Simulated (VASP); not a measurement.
Runs of VASP 6.6.1 on TiO2 (Rutile). The structure is that of space group P4_2/mnm (No. 136), or close to it. The cells are those of the table. 

| task | cell | cutoff (eV) | gap on the mesh (eV) | pressure (GPa) | largest force (eV/Å) |
| --- | --- | --- | --- | --- | --- |
| single point | a = 4.457, b = 4.457, c = 2.895 Å, 6 atoms | 520 | 1.92 | 20.8 | 0.02 |
| relaxation of cell and atoms | relaxed to 10 GPa from a = 4.592, b = 4.592, c = 2.957 Å, 6 atoms | 600 | (b) | 10.1 | - |
| relaxation of cell and atoms | relaxed to 40 GPa from a = 4.592, b = 4.592, c = 2.957 Å, 6 atoms | 600 | 2.01 | 39.9 | - |
| single point | a = 4.406, b = 4.406, c = 2.876 Å, 6 atoms | 520 | 1.96 | 30.9 | 0.02 |
| relaxation of cell and atoms | relaxed to 20 GPa from a = 4.592, b = 4.592, c = 2.957 Å, 6 atoms | 600 | (a) | 19.9 | 0.01 |
| relaxation of cell and atoms | relaxed from a = 4.592, b = 4.592, c = 2.957 Å, 6 atoms | 600 | 1.83 | 0.0 | 0.01 |
| single point | a = 4.361, b = 4.361, c = 2.858 Å, 6 atoms | 520 | 2.01 | 40.9 | 0.02 |
| single point | a = 4.591, b = 4.591, c = 2.939 Å, 6 atoms | 520 | 1.84 | (c) | 0.02 |

Alike in all rows: level PBEsol; potentials or basis VASP PAW PBE potentials, release 64 (Ti_sv, O); no spin polarisation; k mesh 6 × 6 × 8; smearing gaussian 0.01 eV.

Estimate the missing entries.

(a) 1.91; (b) 1.87; (c) 0.6.

Caveats: the PAW data sets were made with another functional, which shifts forces and pressure a little; the cell is relaxed towards a set pressure, so the enthalpy falls and the energy may rise (some runs).

A k mesh can miss the band edges.
